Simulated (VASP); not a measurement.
Write the native input for VASP 6.6.1 that does the following.

* Task: single point
* Functional: PBE
* Potentials or basis: VASP PAW PBE potentials, release 64 (Ga_d, S)
* Cutoff: 520 eV
* k mesh: 6 × 6 × 4
* Occupations: gaussian, width 0.1 eV
* Spin: no spin polarisation
* Dipole correction: no
* Further INCAR settings: ALGO = Normal; EDIFF = 1e-06; NBANDS = 23

The structure of Ga2S lies in POSCAR:

```
Ga2S
1.0
    3.5173568800      0.0000000000      0.0000000000
   -1.7586784400      3.0461204200      0.0000000000
    0.0000000000      0.0000000000      6.3452121700
Ga S
2 1
Direct
    0.3333333300      0.6666666700      0.5000000000
    0.6666666700      0.3333333300      0.5000000000
    0.0000000000      0.0000000000      0.5000000000
```

The cell was generated, and may not be a known phase.

One way to write it, as run:

INCAR

```
PREC = Accurate ; ENCUT = 520
EDIFF = 1E-6 ; ISMEAR = 0
SIGMA = 0.1 ; LREAL = F
LASPH = T ; NELM = 60
ALGO = Normal ; ISIF = 2
LWAVE = F ; LCHARG = T
GGA = PE ; LELF = T
LVHAR = T ; NBANDS = 23
```

KPOINTS

```
Automatic mesh
0
Gamma
  6 6 4
```

Potentials or basis: VASP PAW PBE potentials, release 64 (Ga_d, S).

Launch:

```bash
$ cat potpaw_PBE.64/Ga_d/POTCAR potpaw_PBE.64/S/POTCAR > POTCAR
$ mpirun -np 1 vasp_std > vasp.out
```

Results of the run:

| Property | Result |
| --- | --- |
| Pressure | 94.2 GPa |
| Band gap on the k mesh | zero (bands 16 and 17 overlap by 2.05 eV) |

Caveat: the stress differs along the axes, from -0 to 141 GPa.

Wall time 17 s on 1 thread of Intel(R) Xeon(R) 6975P-C (Granite Rapids) (shared host), peak memory 0.19 GiB.
